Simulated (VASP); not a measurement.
# Ge in VASP: notebook

Ge is run at these levels: PBE; tasks: molecular dynamics, single point.

Everything below comes from runs of VASP 6.6.1. Logs are shortened: lines on timing, memory, paths and dates and some standing lists are left out, and cuts for length are marked.

### 1 The cell of the first run

Symmetry: Cmcm, No. 63, orthorhombic system. Conventional cell: a = 2.976 Å, b = 5.189 Å, c = 4.728 Å, α = 90.00°, β = 90.00°, γ = 90.00°. Ge (site symmetry m2m) has 12 Ge at 2.92 to 2.99 Å within 3.9 Å.

### 2 Molecular dynamics, PBE

INCAR reads:

```
SYSTEM = Ge
ALGO     = Normal         ! electronic algorithm
EDIFF    = 1E-5           ! SCF threshold, eV
ENCUT    = 520            ! plane-wave cutoff, eV
GGA      = PE             ! functional
IBRION   = 0              ! ionic algorithm
ISIF     = 2              ! what is computed and relaxed
ISMEAR   = 0              ! smearing method
ISYM     = 0            
LASPH    = .True.         ! aspherical terms in the spheres
LCHARG   = .True.         ! write CHGCAR
LREAL    = .False.        ! projectors in reciprocal space
LWAVE    = .False.        ! write WAVECAR
MDALGO   = 2            
NELM     = 100            ! most SCF steps
NELMIN   = 4            
NSW      = 4              ! ionic steps
POTIM    = 3.0            ! step
PREC     = Accurate       ! precision mode
RANDOM_SEED= 89 0 0       
SIGMA    = 0.1            ! smearing width, eV
SMASS    = 0            
TEBEG    = 600.0        
TEEND    = 600.0
```

KPOINTS reads:

```
k-points
0
Gamma
  2 2 1
  0 0 0
```

POSCAR reads:

```
Ge
1.0
    1.4880529250     -2.5946896100      0.0000000000
    1.4880529250      2.5946896100      0.0000000000
    0.0000000000      0.0000000000      4.7275957900
Ge
2
Direct
    0.6665533700      0.3334466300      0.2500000000
    0.3334466300      0.6665533700      0.7500000000
```

Potentials or basis: VASP PAW PBE potentials, release 64 (Ge_d).

Run with:

```console
$ cat potpaw_PBE.64/Ge_d/POTCAR > POTCAR
$ mpirun -np 1 vasp_std > vasp.out
```

OUTCAR:

```text
SYSTEM = Ge
   EDIFF = 1E-5
   ENCUT = 520
   GGA = PE
   IBRION = 0
   ISIF = 2
   ISMEAR = 0
   ISYM = 0
   LASPH = .True.
   LREAL = .False.
   NELM = 100
   NELMIN = 4
   NSW = 4
   POTIM = 3.0
   PREC = Accurate
   TEBEG = 600.0

 ion  position               nearest neighbor table
   1  0.667  0.333  0.250-
   2  0.333  0.667  0.750-

IMPORTANT INFORMATION: All symmetrisations will be switched off!
NOSYMM: (Re-)initialisation of all symmetry stuff for point group C_1.

----------------------------------------------------------------------------------------

                                     Primitive cell

  volume of cell :      36.5068

  direct lattice vectors                    reciprocal lattice vectors
     1.488052925 -2.594689610  0.000000000     0.336009554 -0.192701277  0.000000000
     1.488052925  2.594689610  0.000000000     0.336009554  0.192701277  0.000000000
     0.000000000  0.000000000  4.727595790     0.000000000  0.000000000  0.211524006

  length of vectors
     2.991106096  2.991106096  4.727595790     0.387345069  0.387345069  0.211524006

  position of ions in fractional coordinates (direct lattice)
     0.666553370  0.333446630  0.250000000
     0.333446630  0.666553370  0.750000000

  ion indices of the primitive-cell ions
   primitive index   ion index
                 1           1
                 2           2

----------------------------------------------------------------------------------------

 KPOINTS: k-points

Automatic generation of k-mesh.
 Grid dimensions read from file:
 generate k-points for:    2    2    1

 Generating k-lattice:

  Cartesian coordinates                     Fractional coordinates (reciprocal lattice)
     0.168004777 -0.096350638  0.000000000     0.500000000  0.000000000  0.000000000
     0.168004777  0.096350638  0.000000000     0.000000000  0.500000000  0.000000000
     0.000000000  0.000000000  0.211524006     0.000000000  0.000000000  1.000000000

  Length of vectors
     0.193672535  0.193672535  0.211524006

  Shift w.r.t. Gamma in fractional coordinates (k-lattice)
     0.000000000  0.000000000  0.000000000

 Subroutine IBZKPT returns following result:
 ===========================================

 Found      4 irreducible k-points:

 Following reciprocal coordinates:
            Coordinates               Weight
  0.000000  0.000000  0.000000      1.000000
  0.500000  0.000000  0.000000      1.000000
  0.000000  0.500000  0.000000      1.000000
  0.500000  0.500000  0.000000      1.000000
   k-points           NKPTS =      4   k-points in BZ     NKDIM =      4   number of bands    NBANDS=     18
   number of dos      NEDOS =    301   number of ions     NIONS =      2
   total plane-waves  NPLWV =  20736
   dimension x,y,z NGX =    24 NGY =   24 NGZ =   36
   dimension x,y,z NGXF=    48 NGYF=   48 NGZF=   72
   ions per type =               2
   NGX,Y,Z   is equivalent  to a cutoff of  13.34, 13.34, 12.66 a.u.
   NGXF,Y,Z  is equivalent  to a cutoff of  26.68, 26.68, 25.32 a.u.
 SYSTEM =  Ge
   PREC   = accura    normal or accurate (medium, high low for compatibility)
   ISTART =      0    job   : 0-new  1-cont  2-samecut
   ICHARG =      2    charge: 1-file 2-atom 10-const
   ISPIN  =      1    spin polarized calculation?
   LNONCOLLINEAR =      F non collinear calculations
   LSORBIT =      F    spin-orbit coupling
   LASPH  =      T    aspherical Exc in radial PAW
   ENCUT  =  520.0 eV  38.22 Ry    6.18 a.u.   5.56  5.56  8.79*2*pi/ulx,y,z
   NELM   =    100;   NELMIN=  4; NELMDL= -5     # of ELM steps
   EDIFF  = 0.1E-04   stopping-criterion for ELM
   LREAL  =      F    real-space projection
   EDIFFG = 0.1E-03   stopping-criterion for IOM
   NSW    =      4    number of steps for IOM
   IBRION =      0    ionic relax: 0-MD 1-quasi-New 2-CG
   NFREE  =      0    steps in history (QN), initial steepest desc. (CG)
   ISIF   =      2    stress and relaxation
   ISYM   =      0    0-nonsym 1-usesym 2-fastsym
   POTIM  = 3.0000    time-step for ionic-motion
   TEBEG  =  600.0;   TEEND  = 600.0 temperature during run
   PSTRESS=    0.0 pullay stress
   NELECT =      28.0000    total number of electrons
   NUPDOWN=      -1.0000    fix difference up-down
   EMIN   =  10.00;   EMAX   =-10.00  energy-range for DOS
   EFERMI =   0.00;   METHOD = LEGACY
   ISMEAR =     0;   SIGMA  =   0.10  broadening in eV -4-tet -1-fermi 0-gaus
   EFERMI_NEDOS =   21; number of points for ismear=-14 and -15
   IALGO  =     38    algorithm
   IMIX   =      4    mixing-type and parameters
     AMIX     =   0.40;   BMIX     =  1.00
     AMIX_MAG =   1.60;   BMIX_MAG =  1.00
  volume/ion in A,a.u.               =      18.25       123.18
  Fermi-wavevector in a.u.,A,eV,Ry     =   1.498544  2.831837 30.553703  2.245634
  Thomas-Fermi vector in A             =   2.610289
   LORBIT       =      0    0 simple, 1 ext, 2 COOP (PROOUT), +10 PAW based schemes
   GGA     = PE    functional components
   LHFCALC =     F    Hartree Fock is set to
   AEXX    =    0.0000 exact exchange contribution
   IVDW    =     0    specifies the selected vdW correction
   LEPSILON=     F    determine dielectric tensor
   LRPA    =     F    only Hartree local field effects (RPA)
 molecular dynamics for ions
 non-spin polarized calculation
 Gauss-broadening in eV      SIGMA  =   0.10
  energy-cutoff  :      520.00
  volume of cell :       36.51
 maximum number of plane-waves:       984
 NGX is ok and might be reduce to    24
   NGX = 11   NGY = 11   NGZ = 17

--------------------------------------- Ionic step        1  -------------------------------------------

 number of electron      28.0000012 magnetization

 Free energy of the ion-electron system (eV)
  ---------------------------------------------------
  ext. energy  EPLUGINS =         0.00000000
  ---------------------------------------------------
  free energy    TOTEN  =        -7.63973109 eV

  energy without entropy =       -7.57638206  energy(sigma->0) =       -7.60805658

------------------------ aborting loop because EDIFF is reached ----------------------------------------

  FORCE on cell =-STRESS in cart. coord.  units (eV):
  Direction    XX          YY          ZZ          XY          YZ          ZX
  --------------------------------------------------------------------------------------
  -------------------------------------------------------------------------------------
  Total       -6.2633957     -3.8173936     24.9972692     -0.0001073     -0.0001261     -0.0000377
  in kB     -274.8820030   -167.5341723   1097.0565806     -0.0047078     -0.0055336     -0.0016538
  external PRESSURE =     218.2134684 kB  Pullay stress =       0.0000000 kB

 VOLUME and BASIS-vectors are now :
 -----------------------------------------------------------------------------
  energy-cutoff  :      520.00
  volume of cell :       36.51
      direct lattice vectors                 reciprocal lattice vectors
     1.488052925 -2.594689610  0.000000000     0.336009554 -0.192701277  0.000000000
     1.488052925  2.594689610  0.000000000     0.336009554  0.192701277  0.000000000
     0.000000000  0.000000000  4.727595790     0.000000000  0.000000000  0.211524006

 POSITION                                       TOTAL-FORCE (eV/Angst)
 -----------------------------------------------------------------------------------
      1.48805     -0.86431      1.18190        -0.000005     -0.405102      0.000001
      1.48805      0.86431      3.54570        -0.000002      0.405228      0.000014
 -----------------------------------------------------------------------------------
    total drift:                               -0.000007      0.000126      0.000016

  FREE ENERGIE OF THE ION-ELECTRON SYSTEM (eV)
  ---------------------------------------------------
  free  energy   TOTEN  =        -7.6397310944 eV
[... 89 lines left out ...]
  FREE ENERGIE OF THE ION-ELECTRON SYSTEM (eV)
  ---------------------------------------------------
  free  energy   TOTEN  =        -7.6617982893 eV

  energy  without entropy=       -7.6144435499  energy(sigma->0) =       -7.63812092

  ENERGY OF THE ELECTRON-ION-THERMOSTAT SYSTEM (eV)
  ---------------------------------------------------
% ion-electron   TOTEN  =        -7.661798  see above
  kinetic energy EKIN   =         0.099043
  kin. lattice  EKIN_LAT=         0.000000  (temperature  766.23 K)
  nose potential ES     =         0.000199
  nose kinetic   EPS    =         0.000030
  ---------------------------------------------------
  total energy   ETOTAL =        -7.562526 eV

--------------------------------------- Ionic step        4  -------------------------------------------

 number of electron      27.9999998 magnetization

 Free energy of the ion-electron system (eV)
  ---------------------------------------------------
  ext. energy  EPLUGINS =         0.00000000
  ---------------------------------------------------
  free energy    TOTEN  =        -7.68363744 eV

  energy without entropy =       -7.64434237  energy(sigma->0) =       -7.66398991

 E-fermi :   6.0801     XC(G=0): -11.3781

 val. band max:        6.0414486454   @ k =   0.5000   0.5000   0.0000
 cond. band min:       6.0848568831   @ k =   0.5000   0.0000   0.0000
 fundamental gap:      0.0434082378
 Fermi energy:         6.0801180656

 k-point     1 :       0.0000    0.0000    0.0000
  band No.  band energies     occupation
      1     -17.3092      2.00000
      2     -17.3007      2.00000
      3     -17.2546      2.00000
      4     -17.2522      2.00000
      5     -17.1858      2.00000
      6     -17.1697      2.00000
[... 10 lines left out ...]
     17      16.1476      0.00000
     18      17.1383      0.00000

 k-point     2 :       0.5000    0.0000    0.0000
  band No.  band energies     occupation
      1     -17.3082      2.00000
      2     -17.2904      2.00000
      3     -17.2861      2.00000
      4     -17.2554      2.00000
      5     -17.2277      2.00000
      6     -17.1635      2.00000
[... 10 lines left out ...]
     17       9.6239      0.00000
     18      13.5437      0.00000
[... 62 lines left out ...]
 POSITION                                       TOTAL-FORCE (eV/Angst)
 -----------------------------------------------------------------------------------
      1.46461     -0.87561      1.16422        -0.625176     -0.564865     -0.605021
      1.51150      0.87561      3.56338         0.625456      0.565132      0.605463
 -----------------------------------------------------------------------------------
    total drift:                                0.000280      0.000267      0.000441

  FREE ENERGIE OF THE ION-ELECTRON SYSTEM (eV)
  ---------------------------------------------------
  free  energy   TOTEN  =        -7.6836374404 eV

  energy  without entropy=       -7.6443423720  energy(sigma->0) =       -7.66398991

  ENERGY OF THE ELECTRON-ION-THERMOSTAT SYSTEM (eV)
  ---------------------------------------------------
% ion-electron   TOTEN  =        -7.683637  see above
  kinetic energy EKIN   =         0.119562
  kin. lattice  EKIN_LAT=         0.000000  (temperature  924.97 K)
  nose potential ES     =         0.000919
  nose kinetic   EPS    =         0.000317
  ---------------------------------------------------
  total energy   ETOTAL =        -7.562839 eV
```

It took 17 s on 1 thread of AMD EPYC 7R43 (Zen 3), shared host; peak memory 0.11 GiB.

Step by step:
| step | potential energy change (eV) | largest force (eV/Å) | pressure (GPa) | volume (Å³) | temperature (K) |
| --- | --- | --- | --- | --- | --- |
| 1 | 0.0000 | 0.4052 | 21.82 | 36.51 | 605 |
| 2 | -0.0068 | 0.6550 | 21.54 | 36.51 | 652 |
| 3 | -0.0221 | 0.9076 | 21.79 | 36.51 | 766 |
| 4 | -0.0439 | 1.0379 | 21.73 | 36.51 | 925 |

Caveat: the k points lie up to 1.33 Å⁻¹ apart.

### 3 Single point, PBE

INCAR reads:

```
ALGO     = Normal         # electronic algorithm
EDIFF    = 1E-6           # SCF threshold, eV
ENCUT    = 520            # plane-wave cutoff, eV
GGA      = PE             # functional
ISIF     = 2              # what is computed and relaxed
ISMEAR   = 0              # smearing method
LASPH    = True           # aspherical terms in the spheres
LCHARG   = False          # write CHGCAR
LREAL    = False          # projectors in reciprocal space
LWAVE    = False          # write WAVECAR
NBANDS   = 21             # bands
NELM     = 60             # most SCF steps
PREC     = Accurate       # precision mode
SIGMA    = 0.1            # smearing width, eV
```

KPOINTS reads:

```
k-points
0
Gamma
  2 2 1
```

POSCAR reads:

```
Ge
1.0
    1.4880529250     -2.5946896100      0.0000000000
    1.4880529250      2.5946896100      0.0000000000
    0.0000000000      0.0000000000      4.7275957900
Ge
2
Direct
    0.6670315077      0.3328670679      0.2519667613
    0.3329685427      0.6671329825      0.7480332831
```

Potentials or basis: VASP PAW PBE potentials, release 64 (Ge_d).

Run with:

```console
$ cat potpaw_PBE.64/Ge_d/POTCAR > POTCAR
$ mpirun -np 1 vasp_std > vasp.out
```

It took 9.1 s on 1 thread of AMD EPYC 7R43 (Zen 3), shared host; peak memory 0.11 GiB.

Results (log left out):

```
Free energy            : -7.6467 eV
Pressure               : 21.9 GPa
Largest force          : 0.674 eV/Å
Band gap on the k mesh : zero (band 14 reaches 13.80 eV, above the bottom of band 15 at 6.04 eV)
```

Forces in eV/Å, atoms in the order of the input:
```
Ge  -0.006 -0.487  0.465
Ge   0.006  0.487 -0.465
```

Stress tensor (GPa, compression positive):
```
-28.26  -0.08   0.00
 -0.08 -15.76   2.82
  0.00   2.82 109.59
```

Levels at points of the mesh, in eV from the Fermi level:
```
           k point  band 12  band 13  band 14  band 15  band 16  band 17
(0.00, 0.00, 0.00)    -6.31    -4.60     7.72     7.83     9.82     9.98
(0.50, 0.00, 0.00)    -6.02    -1.09    -0.07     0.03     2.37     3.54
(0.00, 0.50, 0.00)    -6.02    -1.09    -0.07     0.04     2.37     3.54
(0.50, 0.50, 0.00)    -6.06    -1.12    -0.12    -0.04     2.37     3.70
```

Caveat: the k points lie up to 1.33 Å⁻¹ apart.

### 4 Single point, PBE

INCAR reads:

```
PREC = Accurate
ENCUT = 520
EDIFF = 1E-6
ISMEAR = 0
SIGMA = 0.1
LREAL = False
LASPH = True
NELM = 80
ALGO = Normal
ISIF = 2
LWAVE = False
LCHARG = False
GGA = PE
NBANDS = 21
```

KPOINTS reads:

```
regular mesh
0
Gamma
  2 2 1
```

POSCAR reads:

```
Ge
1.0
    1.4880529250     -2.5946896100      0.0000000000
    1.4880529250      2.5946896100      0.0000000000
    0.0000000000      0.0000000000      4.7275957900
Ge
2
Direct
    0.6683248387      0.3313519705      0.2563438276
    0.3316752117      0.6686480799      0.7436562169
```

Potentials or basis: VASP PAW PBE potentials, release 64 (Ge_d).

Run with:

```console
$ cat potpaw_PBE.64/Ge_d/POTCAR > POTCAR
$ mpirun -np 1 vasp_std > vasp.out
```

OUTCAR:

```text
PREC = Accurate
   ENCUT = 520
   EDIFF = 1E-6
   ISMEAR = 0
   LREAL = False
   LASPH = True
   NELM = 80
   ISIF = 2
   GGA = PE

 ion  position               nearest neighbor table
   1  0.668  0.331  0.256-   2 2.87   2 2.87   2 2.89
   2  0.332  0.669  0.744-   1 2.87   1 2.87   1 2.89

  LATTYP: Found a base centered orthorhombic cell.
 ALAT       =     2.9761058500
 B/A-ratio  =     1.7436809984
 C/A-ratio  =     1.5885173540

  Lattice vectors:
[... 260 lines left out ...]
     21      19.9905      0.00000

------------------------ aborting loop because EDIFF is reached ----------------------------------------

  FORCE on cell =-STRESS in cart. coord.  units (eV):
  Direction    XX          YY          ZZ          XY          YZ          ZX
  --------------------------------------------------------------------------------------
  -------------------------------------------------------------------------------------
  Total       -6.4290513     -3.3552706     24.7262231     -0.0346640      2.0014924      0.0125130
  in kB     -282.1521390   -147.2529509   1085.1611640     -1.5213012     87.8396116      0.5491579
  external PRESSURE =     218.5853580 kB  Pullay stress =       0.0000000 kB

 VOLUME and BASIS-vectors are now :
 -----------------------------------------------------------------------------
  energy-cutoff  :      520.00
  volume of cell :       36.51
      direct lattice vectors                 reciprocal lattice vectors
     1.488052925 -2.594689610  0.000000000     0.336009554 -0.192701277  0.000000000
     1.488052925  2.594689610  0.000000000     0.336009554  0.192701277  0.000000000
     0.000000000  0.000000000  4.727595790     0.000000000  0.000000000  0.211524006

 POSITION                                       TOTAL-FORCE (eV/Angst)
 -----------------------------------------------------------------------------------
      1.48757     -0.87434      1.21189        -0.014329     -0.563389      0.847309
      1.48853      0.87434      3.51571         0.014329      0.563389     -0.847309
 -----------------------------------------------------------------------------------
    total drift:                               -0.000079      0.000001     -0.000120

  FREE ENERGIE OF THE ION-ELECTRON SYSTEM (eV)
  ---------------------------------------------------
  free  energy   TOTEN  =        -7.6852559266 eV

  energy  without entropy=       -7.6533530648  energy(sigma->0) =       -7.66930450
```

OSZICAR:

```text
N       E                     dE             d eps       ncg     rms          rms(c)
DAV:   1     0.173533364777E+03    0.17353E+03   -0.14157E+04   183   0.389E+03
DAV:   2     0.159369500900E+02   -0.15760E+03   -0.15271E+03   168   0.563E+02
DAV:   3    -0.713545947028E+01   -0.23072E+02   -0.22831E+02   194   0.132E+02
DAV:   4    -0.776287647539E+01   -0.62742E+00   -0.62624E+00   208   0.251E+01
DAV:   5    -0.777191734829E+01   -0.90409E-02   -0.90408E-02   173   0.328E+00    0.236E+00
DAV:   6    -0.769913836680E+01    0.72779E-01   -0.70320E-02   262   0.217E+00    0.131E+00
DAV:   7    -0.768822268972E+01    0.10916E-01   -0.14675E-01   223   0.178E+00    0.524E-01
DAV:   8    -0.768493730108E+01    0.32854E-02   -0.36330E-02   241   0.770E-01    0.305E-01
DAV:   9    -0.768544332103E+01   -0.50602E-03   -0.12677E-03   207   0.324E-01    0.105E-01
DAV:  10    -0.768524576946E+01    0.19755E-03   -0.10814E-03   236   0.149E-01    0.211E-02
DAV:  11    -0.768526135294E+01   -0.15583E-04   -0.35143E-05   214   0.459E-02    0.202E-02
DAV:  12    -0.768525703607E+01    0.43169E-05   -0.14224E-05   156   0.175E-02    0.828E-03
DAV:  13    -0.768525593907E+01    0.10970E-05   -0.60054E-06   151   0.999E-03    0.137E-03
DAV:  14    -0.768525592663E+01    0.12431E-07   -0.38194E-07   119   0.465E-03
   1 F= -.76852559E+01 E0= -.76693045E+01  d E =-.319029E-01
```

stdout:

```text
POSCAR found type information on POSCAR Ge
 POSCAR found :  1 types and       2 ions
 scaLAPACK will be used
 LDA part: xc-table for (Slater+PW92), standard interpolation
 POSCAR, INCAR and KPOINTS ok, starting setup
 FFT: planning ... GRIDC
 FFT: planning ... GRID_SOFT
 FFT: planning ... GRID
 WAVECAR not read
 entering main loop
```

Wall time 7.4 s (1 thread of AMD EPYC 7R43 (Zen 3), shared host); peak memory 0.11 GiB.

What came out:

* Free energy: -7.6853 eV
* Pressure: 21.9 GPa
* Largest force: 1.018 eV/Å
* Band gap on the k mesh: zero (band 14 reaches 13.82 eV, above the bottom of band 15 at 6.09 eV)

Forces in eV/Å, atoms in the order of the input:
```
Ge  -0.014 -0.563  0.847
Ge   0.014  0.563 -0.847
```

Levels at points of the mesh, in eV from the Fermi level:
| k point | band 11 | band 12 | band 13 | band 14 | band 15 | band 16 | band 17 | band 18 |
| --- | --- | --- | --- | --- | --- | --- | --- | --- |
| (0.00, 0.00, 0.00) | -12.35 | -6.35 | -4.63 | 7.69 | 7.75 | 9.73 | 9.97 | 11.02 |
| (0.50, 0.00, 0.00) | -7.42 | -6.08 | -1.14 | -0.16 | 0.07 | 2.32 | 3.49 | 7.45 |
| (0.00, 0.50, 0.00) | -7.42 | -6.09 | -1.13 | -0.16 | 0.07 | 2.32 | 3.49 | 7.45 |
| (0.50, 0.50, 0.00) | -7.52 | -6.09 | -1.18 | -0.23 | -0.04 | 2.39 | 3.64 | 7.60 |

Caveat: the k points lie up to 1.33 Å⁻¹ apart; forces of over 1 eV/Å act on the atoms, so gaps and moduli don't describe the material at rest.

[end of part 1 of 2]
